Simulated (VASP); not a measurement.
# HfSiO4 (P4/mmm) in VASP: notebook

Runs on HfSiO4. Level: PBEsol. Tasks: single point, relaxation of cell and atoms.

Everything below comes from runs of VASP 6.6.1. Logs are shortened: lines on timing, memory, paths and dates and some standing lists are left out, and cuts for length are marked.

**1. The cell of the first run**

Symmetry: P4/mmm, No. 123, tetragonal system. Conventional cell: a = 3.400 Å, b = 3.400 Å, c = 4.874 Å, α = 90.00°, β = 90.00°, γ = 90.00°. Within 2.8 Å of Hf (site symmetry 4/mmm) lie 8 O at 2.14 Å. Within 2.7 Å of Si (site symmetry 4/mmm) lie 8 O at 2.04 Å. Within 2.7 Å of O (site symmetry 2mm) lie 2 Si at 2.04 Å and 2 Hf at 2.14 Å and 6 O at 2.26 to 2.61 Å.

**2. Single point, PBEsol**

Input file INCAR:

```
ALGO = Normal
EDIFF = 1E-7
ENCUT = 520
GGA = PS
ISIF = 2
ISMEAR = -1
LASPH = T
LCHARG = T
LELF = T
LREAL = F
LVHAR = T
LWAVE = F
NBANDS = 28
NELM = 60
PREC = Accurate
SIGMA = 0.03
```

Input file KPOINTS:

```
k-points
0
Gamma
  6 6 4
```

Input file POSCAR:

```
HfSiO4
1.0
    3.4001625620      0.0000000000      0.0000000000
    0.0000000000      3.4001625620      0.0000000000
    0.0000000000      0.0000000000      4.8741802867
Hf Si O
1 1 4
Direct
    0.0000000000      0.0000000000      0.0000000000
    0.5000000000      0.5000000000      0.5000000000
    0.5000000000      0.0000000000      0.7317730180
    0.0000000000      0.5000000000      0.2682269820
    0.5000000000      0.0000000000      0.2682269820
    0.0000000000      0.5000000000      0.7317730180
```

Potentials or basis: VASP PAW PBE potentials, release 64 (Hf_pv, Si, O).

The run is started by

```sh
cat potpaw_PBE.64/Hf_pv/POTCAR potpaw_PBE.64/Si/POTCAR potpaw_PBE.64/O/POTCAR > POTCAR
mpirun -np 1 vasp_std > vasp.out
```

OUTCAR:

```text
EDIFF = 1E-7
   ENCUT = 520
   GGA = PS
   ISIF = 2
   ISMEAR = -1
   LASPH = T
   LREAL = F
   NELM = 60
   PREC = Accurate

 ion  position               nearest neighbor table
   1  0.000  0.000  0.000-   3 2.14   4 2.14   5 2.14   6 2.14   4 2.14   6 2.14   3 2.14   5 2.14
                             2 3.42   2 3.42   2 3.42   2 3.42   2 3.42   2 3.42   2 3.42   2 3.42
   2  0.500  0.500  0.500-   3 2.04   4 2.04   5 2.04   6 2.04   3 2.04   5 2.04   4 2.04   6 2.04
                             1 3.42   1 3.42   1 3.42   1 3.42   1 3.42   1 3.42   1 3.42   1 3.42
   3  0.500  0.000  0.732-   2 2.04   2 2.04   1 2.14   1 2.14
   4  0.000  0.500  0.268-   2 2.04   2 2.04   1 2.14   1 2.14
   5  0.500  0.000  0.268-   2 2.04   2 2.04   1 2.14   1 2.14
   6  0.000  0.500  0.732-   2 2.04   2 2.04   1 2.14   1 2.14

  LATTYP: Found a simple tetragonal cell.
 ALAT       =     3.4001625620
 C/A-ratio  =     1.4335138976

  Lattice vectors:

 A1 = (   3.4001625620,   0.0000000000,   0.0000000000)
 A2 = (   0.0000000000,   3.4001625620,   0.0000000000)
 A3 = (   0.0000000000,   0.0000000000,   4.8741802867)

Analysis of symmetry for initial positions (statically):
=====================================================================
 Subroutine PRICEL returns:
 Original cell was already a primitive cell.

 Routine SETGRP: Setting up the symmetry group for a
 simple tetragonal supercell.

 Subroutine GETGRP returns: Found 16 space group operations
 (whereof 16 operations were pure point group operations)
 out of a pool of 16 trial point group operations.

The static configuration has the point symmetry D_4h.

Analysis of symmetry for dynamics (positions and initial velocities):
=====================================================================
 Subroutine PRICEL returns:
 Original cell was already a primitive cell.

 Routine SETGRP: Setting up the symmetry group for a
 simple tetragonal supercell.

 Subroutine GETGRP returns: Found 16 space group operations
 (whereof 16 operations were pure point group operations)
 out of a pool of 16 trial point group operations.

The dynamic configuration has the point symmetry D_4h.

 Subroutine INISYM returns: Found 16 space group operations
 (whereof 16 operations are pure point group operations),
 and found     1 'primitive' translations

----------------------------------------------------------------------------------------

                                     Primitive cell

  volume of cell :      56.3509

  direct lattice vectors                    reciprocal lattice vectors
     3.400162562  0.000000000  0.000000000     0.294103585  0.000000000  0.000000000
     0.000000000  3.400162562  0.000000000     0.000000000  0.294103585  0.000000000
     0.000000000  0.000000000  4.874180287     0.000000000  0.000000000  0.205162702

  length of vectors
     3.400162562  3.400162562  4.874180287     0.294103585  0.294103585  0.205162702

  position of ions in fractional coordinates (direct lattice)
     0.000000000  0.000000000  0.000000000
     0.500000000  0.500000000  0.500000000
     0.500000000  0.000000000  0.731773018
     0.000000000  0.500000000  0.268226982
     0.500000000  0.000000000  0.268226982
     0.000000000  0.500000000  0.731773018

  ion indices of the primitive-cell ions
   primitive index   ion index
                 1           1
                 2           2
                 3           3
                 4           4
                 5           5
                 6           6

----------------------------------------------------------------------------------------

 KPOINTS: k-points

Automatic generation of k-mesh.
 Grid dimensions read from file:
 generate k-points for:    6    6    4

 Generating k-lattice:

  Cartesian coordinates                     Fractional coordinates (reciprocal lattice)
     0.049017264  0.000000000  0.000000000     0.166666667  0.000000000  0.000000000
     0.000000000  0.049017264  0.000000000     0.000000000  0.166666667  0.000000000
     0.000000000  0.000000000  0.051290676     0.000000000  0.000000000  0.250000000

  Length of vectors
     0.049017264  0.049017264  0.051290676

  Shift w.r.t. Gamma in fractional coordinates (k-lattice)
     0.000000000  0.000000000  0.000000000

 Subroutine IBZKPT returns following result:
 ===========================================

 Found     30 irreducible k-points:

 Following reciprocal coordinates:
            Coordinates               Weight
  0.000000  0.000000  0.000000      1.000000
  0.166667  0.000000  0.000000      4.000000
  0.333333  0.000000  0.000000      4.000000
  0.500000  0.000000  0.000000      2.000000
  0.166667  0.166667  0.000000      4.000000
  0.333333  0.166667  0.000000      8.000000
[... 16 lines left out ...]
  0.333333  0.000000  0.500000      4.000000
  0.500000  0.000000  0.500000      2.000000
 [... further k-points ...]
   k-points           NKPTS =     30   k-points in BZ     NKDIM =     30   number of bands    NBANDS=     28
   number of dos      NEDOS =    301   number of ions     NIONS =      6
   total plane-waves  NPLWV =  28224
   dimension x,y,z NGX =    28 NGY =   28 NGZ =   36
   dimension x,y,z NGXF=    56 NGYF=   56 NGZF=   72
   ions per type =               1   1   4
   NGX,Y,Z   is equivalent  to a cutoff of  13.69, 13.69, 12.28 a.u.
   NGXF,Y,Z  is equivalent  to a cutoff of  27.38, 27.38, 24.56 a.u.
 SYSTEM =  unknown system
   PREC   = accura    normal or accurate (medium, high low for compatibility)
   ISTART =      0    job   : 0-new  1-cont  2-samecut
   ICHARG =      2    charge: 1-file 2-atom 10-const
   ISPIN  =      1    spin polarized calculation?
   LNONCOLLINEAR =      F non collinear calculations
   LSORBIT =      F    spin-orbit coupling
   LASPH  =      T    aspherical Exc in radial PAW
   ENCUT  =  520.0 eV  38.22 Ry    6.18 a.u.   6.32  6.32  9.06*2*pi/ulx,y,z
   NELM   =     60;   NELMIN=  2; NELMDL= -5     # of ELM steps
   EDIFF  = 0.1E-06   stopping-criterion for ELM
   LREAL  =      F    real-space projection
   EDIFFG = 0.1E-05   stopping-criterion for IOM
   NSW    =      0    number of steps for IOM
   IBRION =     -1    ionic relax: 0-MD 1-quasi-New 2-CG
   NFREE  =      0    steps in history (QN), initial steepest desc. (CG)
   ISIF   =      2    stress and relaxation
   ISYM   =      2    0-nonsym 1-usesym 2-fastsym
   POTIM  = 0.5000    time-step for ionic-motion
   TEBEG  =    0.0;   TEEND  =   0.0 temperature during run
   PSTRESS=    0.0 pullay stress
   NELECT =      38.0000    total number of electrons
   NUPDOWN=      -1.0000    fix difference up-down
   EMIN   =  10.00;   EMAX   =-10.00  energy-range for DOS
   EFERMI =   0.00;   METHOD = LEGACY
   ISMEAR =    -1;   SIGMA  =   0.03  broadening in eV -4-tet -1-fermi 0-gaus
   EFERMI_NEDOS =   21; number of points for ismear=-14 and -15
   IALGO  =     38    algorithm
   IMIX   =      4    mixing-type and parameters
     AMIX     =   0.40;   BMIX     =  1.00
     AMIX_MAG =   1.60;   BMIX_MAG =  1.00
  volume/ion in A,a.u.               =       9.39        63.38
  Fermi-wavevector in a.u.,A,eV,Ry     =   1.435607  2.712905 28.041183  2.060969
  Thomas-Fermi vector in A             =   2.554887
   LORBIT       =      0    0 simple, 1 ext, 2 COOP (PROOUT), +10 PAW based schemes
   GGA     = PS    functional components
   LHFCALC =     F    Hartree Fock is set to
   AEXX    =    0.0000 exact exchange contribution
   IVDW    =     0    specifies the selected vdW correction
   LEPSILON=     F    determine dielectric tensor
   LRPA    =     F    only Hartree local field effects (RPA)
 non-spin polarized calculation
  energy-cutoff  :      520.00
  volume of cell :       56.35
 maximum number of plane-waves:      1534
 NGX is ok and might be reduce to    28
   NGX = 13   NGY = 13   NGZ = 19

 number of electron      37.9999993 magnetization

 Free energy of the ion-electron system (eV)
  ---------------------------------------------------
  ext. energy  EPLUGINS =         0.00000000
  ---------------------------------------------------
  free energy    TOTEN  =       -51.96873165 eV

  energy without entropy =      -51.96786308  energy(sigma->0) =      -51.96829736

 E-fermi :   6.3436     XC(G=0): -12.3089

 val. band max:        6.2793907104   @ k =   0.5000   0.5000   0.0000
 cond. band min:       6.3848577782   @ k =   0.5000   0.5000   0.0000
 fundamental gap:      0.1054670678
 Fermi energy:         6.3436470583

 k-point     1 :       0.0000    0.0000    0.0000
  band No.  band energies     occupation
      1     -23.6598      2.00000
      2     -23.4802      2.00000
      3     -23.4802      2.00000
      4     -14.2098      2.00000
      5     -11.5431      2.00000
      6     -11.0175      2.00000
[... 20 lines left out ...]
     27      14.5668      0.00000
     28      15.7439      0.00000

 k-point     2 :       0.1667    0.0000    0.0000
  band No.  band energies     occupation
      1     -23.6330      2.00000
      2     -23.5907      2.00000
      3     -23.4745      2.00000
      4     -13.9456      2.00000
      5     -11.5006      2.00000
      6     -11.1341      2.00000
[... 20 lines left out ...]
     27      15.3586      0.00000
     28      15.4204      0.00000

 k-point     3 :       0.3333    0.0000    0.0000
  band No.  band energies     occupation
      1     -23.8016      2.00000
      2     -23.5785      2.00000
      3     -23.4631      2.00000
      4     -13.2657      2.00000
      5     -11.5652      2.00000
      6     -11.3945      2.00000
[... 616 lines left out ...]
      3     -23.4627      2.00000
      4     -12.8343      2.00000
      5     -12.0048      2.00000
      6     -11.3428      2.00000
[... 20 lines left out ...]
     27      16.2039      0.00000
     28      16.4132      0.00000

 k-point    24 :       0.5000    0.0000    0.5000
  band No.  band energies     occupation
      1     -23.8967      2.00000
      2     -23.5606      2.00000
      3     -23.4570      2.00000
      4     -12.6004      2.00000
      5     -11.7296      2.00000
      6     -11.5442      2.00000
[... 20 lines left out ...]
     27      15.6255      0.00000
     28      15.6455      0.00000

 [... further k-points ...]

------------------------ aborting loop because EDIFF is reached ----------------------------------------

  FORCE on cell =-STRESS in cart. coord.  units (eV):
  Direction    XX          YY          ZZ          XY          YZ          ZX
  --------------------------------------------------------------------------------------
  -------------------------------------------------------------------------------------
  Total       -0.6266333     -0.6266333     -0.8312499      0.0000000      0.0000000      0.0000000
  in kB      -17.8165287    -17.8165287    -23.6342186      0.0000000      0.0000000      0.0000000
  external PRESSURE =     -19.7557587 kB  Pullay stress =       0.0000000 kB

 VOLUME and BASIS-vectors are now :
 -----------------------------------------------------------------------------
  energy-cutoff  :      520.00
  volume of cell :       56.35
      direct lattice vectors                 reciprocal lattice vectors
     3.400162562  0.000000000  0.000000000     0.294103585  0.000000000  0.000000000
     0.000000000  3.400162562  0.000000000     0.000000000  0.294103585  0.000000000
     0.000000000  0.000000000  4.874180287     0.000000000  0.000000000  0.205162702

 POSITION                                       TOTAL-FORCE (eV/Angst)
 -----------------------------------------------------------------------------------
      0.00000      0.00000      0.00000         0.000000     -0.000000     -0.000000
      1.70008      1.70008      2.43709         0.000000     -0.000000     -0.000000
      1.70008      0.00000      3.56679         0.000000      0.000000      0.156950
      0.00000      1.70008      1.30739        -0.000000     -0.000000     -0.156950
      1.70008      0.00000      1.30739         0.000000     -0.000000     -0.156950
      0.00000      1.70008      3.56679        -0.000000      0.000000      0.156950
 -----------------------------------------------------------------------------------
    total drift:                                0.000000     -0.000000     -0.000000

  FREE ENERGIE OF THE ION-ELECTRON SYSTEM (eV)
  ---------------------------------------------------
  free  energy   TOTEN  =       -51.9687316455 eV

  energy  without entropy=      -51.9678630823  energy(sigma->0) =      -51.96829736
```

Wall time 37 s (1 thread of Intel Xeon Platinum 8259CL at 2.50GHz (Skylake/Cascade Lake), shared host); peak memory 0.2 GiB.

What came out:

```yaml
Free_energy: -51.9687 eV
Pressure: -2.0 GPa
Largest_force: 0.157 eV/Å
Band_gap_on_the_k_mesh: 0.11 eV, direct
```

Forces on the atoms (eV/Å):
```
Hf   0.000  0.000  0.000
Si   0.000  0.000  0.000
O    0.000  0.000  0.157
O    0.000  0.000 -0.157
O    0.000  0.000 -0.157
O    0.000  0.000  0.157
```

Stress tensor (GPa, compression positive):
```
-1.78  0.00  0.00
 0.00 -1.78  0.00
 0.00  0.00 -2.36
```

Levels at points of the mesh, in eV from the valence-band top:
| k point | band 16 | band 17 | band 18 | band 19 | band 20 | band 21 | band 22 | band 23 |
| --- | --- | --- | --- | --- | --- | --- | --- | --- |
| (0.00, 0.00, 0.00) | -1.13 | -1.05 | -1.05 | -0.03 | 0.12 | 4.52 | 4.57 | 5.66 |
| (0.50, 0.00, 0.00) | -2.87 | -2.11 | -1.51 | -0.48 | 3.98 | 4.47 | 4.53 | 5.98 |
| (0.50, 0.50, 0.00) | -1.42 | -0.90 | 0.00 | 0.00 | 0.11 | 5.46 | 7.25 | 8.20 |
| (0.00, 0.00, 0.50) | -1.92 | -1.92 | -0.51 | -0.51 | 2.04 | 3.11 | 4.63 | 5.91 |
| (0.50, 0.00, 0.50) | -3.05 | -2.53 | -2.25 | -2.00 | 4.85 | 4.92 | 4.94 | 7.94 |
| (0.50, 0.50, 0.50) | -1.18 | -0.76 | -0.23 | -0.16 | 2.92 | 4.24 | 5.73 | 7.31 |

Caveat: the PAW data sets were made with another functional, which shifts forces and pressure a little; spin-orbit coupling is left out, which moves the levels of the heavy elements. A k mesh can miss the band edges.

[end of part 1 of 2]
